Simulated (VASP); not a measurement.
TiO2, 3 atoms in the cell. It takes space group R-3m (No. 166, trigonal). The conventional cell has a = 3.390 Å, b = 3.390 Å, c = 8.638 Å, α = 90.00°, β = 90.00°, γ = 120.00°. Within 2.8 Å of Ti (site symmetry -3m) lie 8 O at 2.09 to 2.15 Å. Within 2.8 Å of O (site symmetry 3m) lie 4 Ti at 2.09 to 2.15 Å and 6 O at 2.42 to 2.44 Å.  This cell differs from its parent crystal: strain along [111] +4.0%.

- Program: VASP 6.6.1
- Task: single point
- Functional: r2SCAN
- Potentials or basis: VASP PAW PBE potentials, release 64 (Ti_sv, O)
- Cutoff: 520 eV
- k mesh: 10 × 10 × 10
- Occupations: gaussian, width 0.01 eV
- Spin: no spin polarisation
- Dipole correction: no
- Further INCAR settings: ALGO = Normal; EDIFF = 1e-06; NBANDS = 19

Potentials or basis: VASP PAW PBE potentials, release 64 (Ti_sv, O).

Launch:

```bash
$ cat potpaw_PBE.64/Ti_sv/POTCAR potpaw_PBE.64/O/POTCAR > POTCAR
$ cp INCAR.step1 INCAR
$ mpirun -np 1 vasp_std > vasp.out
$ cp INCAR.step2 INCAR
$ mpirun -np 1 vasp_std > vasp.out
```

Hardware: 1 thread of AMD EPYC 7571, with other jobs on the host.

Question: Estimate the wall time of this run.

Answer: It took 13 min on 1 thread of AMD EPYC 7571, with other jobs on the host, peak memory 0.18 GiB. Counts: k points 116.
